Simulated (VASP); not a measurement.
## ZrIn: single point with LDA

The system is ZrIn.

```
Zr In
1.0
     2.40958    0.00000    0.00000
     0.00000    2.40958    0.00000
     0.00000    0.00000    3.78344
Zr In
1 1
Direct
  0.00000 0.00000 0.00000
  0.50000 0.50000 0.50000
```

```json
{
 "Program": "VASP 6.6.1",
 "Task": "single point",
 "Functional": "LDA",
 "Potentials or basis": "VASP PAW LDA potentials, release 64 (Zr_sv, In_d)",
 "Cutoff": "520 eV",
 "k mesh": "12 × 12 × 8",
 "Occupations": "fermi-dirac, width 0.05 eV",
 "Spin": "no spin polarisation"
}
```

```
Pressure               : 271.1 GPa
Band gap on the k mesh : zero (an odd number of electrons rules out a gap without spin polarisation)
```

Stress tensor (GPa, compression positive):
```
271.01   0.00   0.00
  0.00 271.01   0.00
  0.00   0.00 271.22
```

Levels at points of the mesh, in eV from the Fermi level:
```csv
k point,band 9,band 10,band 11,band 12,band 13,band 14,band 15,band 16,band 17,band 18
"(0.00, 0.00, 0.00)",-15.93,-13.63,-3.92,-3.31,0.36,5.46,5.46,9.62,11.04,11.04
"(0.50, 0.00, 0.00)",-15.95,-8.18,-6.50,-4.26,-2.18,2.44,5.66,8.72,11.26,11.54
"(0.50, 0.50, 0.00)",-14.90,-6.88,-1.07,-1.07,-0.62,-0.62,1.41,4.98,9.78,14.07
"(0.00, 0.00, 0.50)",-15.92,-10.03,-6.12,-4.32,-2.65,2.97,2.97,9.47,11.41,13.37
"(0.50, 0.00, 0.50)",-16.44,-8.38,-4.84,-1.71,1.14,3.17,3.29,6.21,7.95,9.98
"(0.50, 0.50, 0.50)",-14.90,-7.94,-6.21,-6.21,2.59,2.73,7.20,7.42,7.42,12.64
```

Run time: 27 s on 1 thread of AMD EPYC 9R45 (Zen 5), on a shared host, peak memory 0.13 GiB.

Caveat: the cell stands under pressure; spin-orbit coupling is left out, which moves the levels of the heavy elements.
